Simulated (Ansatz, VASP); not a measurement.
# Two plane-wave programs on TiNi

Contents of INCAR:

```
SYSTEM = TiNi
PREC = Accurate
ENCUT = 600
EDIFF = 1E-6
ISMEAR = 1
SIGMA = 0.1
LREAL = .FALSE.
LASPH = .TRUE.
NELM = 100
ALGO = Normal
ISIF = 3
LWAVE = .FALSE.
LCHARG = .FALSE.
GGA = PS
IBRION = 2
NSW = 80
EDIFFG = -0.01
```

Contents of KPOINTS:

```
Automatic mesh
0
G
  16 16 16
  0 0 0
```

POSCAR

```
TiNi
1.0
    3.0100000000      0.0000000000      0.0000000000
    0.0000000000      3.0100000000      0.0000000000
    0.0000000000      0.0000000000      3.0100000000
Ni Ti
1 1
Direct
    0.0000000000      0.0000000000      0.0000000000
    0.5000000000      0.5000000000      0.5000000000
```

Input for Ansatz:

```yaml
crystal:
  lattice:
    - [3.01, 0.0, 0.0]
    - [0.0, 3.01, 0.0]
    - [0.0, 0.0, 3.01]
  atoms:
    - { symbol: Ni, position: [0.0, 0.0, 0.0] }
    - { symbol: Ti, position: [0.5, 0.5, 0.5] }
scf:
  occupations: { method: methfessel_paxton, width: 0.1 }
output:
  forces: true
  stress: true
  eigenvalues: true
  write_density: true
  write_potential: true
  elf: true
  volumetric_format: npy
kpoints:
  mp_grid: { grid: [16, 16, 16] }
hamiltonian:
  xc: pbesol
relax:
  f_tol: 0.01
  adjacent_minimum: "off"
  cell: { stress_tol: 0.05 }
```

Alike in both runs: task relaxation of cell and atoms; functional PBEsol; k mesh 16 × 16 × 16; occupations methfessel-paxton of order 1, width 0.1 eV; no spin polarisation.

```csv
,VASP,Ansatz
version,VASP 6.6.1,Ansatz 0.2.0
potentials or method,"VASP PAW PBE potentials, release 64 (Ni, Ti_sv)","scalar-relativistic, plane waves, PAW"
plane-wave cutoff (eV),600,420
valence electrons in the cell,22,30
```

VASP gave:

| Quantity | Value |
| --- | --- |
| gap on the k mesh at the Fermi level, each at its own relaxed structure (eV) | none |
| relaxed volume (Å³/atom) | 13.09 |
| relaxed cell length with the largest relative difference (Å) | 2.969 |

Question: What did Ansatz give for the same quantities?

Answer: gap on the k mesh at the Fermi level, each at its own relaxed structure (eV): none; relaxed volume (Å³/atom): 13.10; relaxed cell length with the largest relative difference (Å): 2.970.

VASP's potentials were made for PBE, not for PBEsol. A gap of «none» marks a metal or a gap that the smearing closes. VASP's potentials hold 22 valence electrons a cell and Ansatz's 30, so a difference there can come from the potentials and not from the codes.
